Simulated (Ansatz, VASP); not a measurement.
## K3ScSi in VASP and in Ansatz

INCAR

```
SYSTEM = K3ScSi
ALGO = Normal ; EDIFF = 1E-6
EDIFFG = -0.01 ; ENCUT = 600
GGA = PE ; IBRION = 2
ISIF = 3 ; ISMEAR = 0
LASPH = .True. ; LCHARG = .False.
LREAL = .False. ; LWAVE = .False.
NELM = 100 ; NSW = 100
PREC = Accurate ; SIGMA = 0.1
```

Contents of KPOINTS:

```
k-points
0
Gamma
  6 6 8
  0 0 0
```

The input POSCAR:

```
K3ScSi
1.0
    7.3144457876      0.0000000000      0.0000000000
   -3.6572228938      6.3344958666      0.0000000000
    0.0000000000      0.0000000000      5.1810679954
K Sc Si
3 1 1
Direct
    0.5000000000      0.0000000000      0.0000000000
    0.0000000000      0.5000000000      0.0000000000
    0.5000000000      0.5000000000      0.0000000000
    0.0000000000      0.0000000000      0.5000000000
    0.0000000000      0.0000000000      0.0000000000
```

Input for Ansatz:

```yaml
crystal:
  lattice:
    - [7.3144457876, 0.0, 0.0]
    - [-3.6572228938, 6.3344958666, 0.0]
    - [0.0, 0.0, 5.1810679954]
  atoms:
    - { symbol: K, position: [0.5, 0.0, 0.0] }
    - { symbol: K, position: [0.0, 0.5, 0.0] }
    - { symbol: K, position: [0.5, 0.5, 0.0] }
    - { symbol: Sc, position: [0.0, 0.0, 0.5] }
    - { symbol: Si, position: [0.0, 0.0, 0.0] }
basis:
  ecutwfc: 420
kpoints:
  mp_grid: { grid: [6, 6, 8] }
hamiltonian:
  xc: pbe
scf:
  occupations: { method: gaussian, width: 0.1 }
output:
  forces: true
  stress: true
  eigenvalues: true
  write_density: true
  write_potential: true
  elf: true
  volumetric_format: npy
relax:
  adjacent_minimum: "off"
  f_tol: 0.01
  max_steps: 80
  cell: { stress_tol: 0.05 }
```

Alike in both runs: task relaxation of cell and atoms; functional PBE; k mesh 6 × 6 × 8; occupations gaussian, width 0.1 eV; no spin polarisation.

```csv
,VASP,Ansatz
version,VASP 6.6.1,Ansatz 0.2.0
potentials or method,"VASP PAW PBE potentials, release 64 (K_sv, Sc_sv, Si), cutoff 600 eV","scalar-relativistic, plane waves, PAW"
valence electrons in the cell,42,42
```

VASP gave:

| Property | Result |
| --- | --- |
| gap on the k mesh at the Fermi level, each at its own relaxed structure (eV) | none |
| relaxed volume (Å³/atom) | 48.76 |
| relaxed cell length with the largest relative difference (Å) | 7.370 |

What did Ansatz give for the same quantities?

gap on the k mesh at the Fermi level, each at its own relaxed structure (eV): none; relaxed volume (Å³/atom): 48.66; relaxed cell length with the largest relative difference (Å): 7.364.

A gap of «none» marks a metal or a gap that the smearing closes.
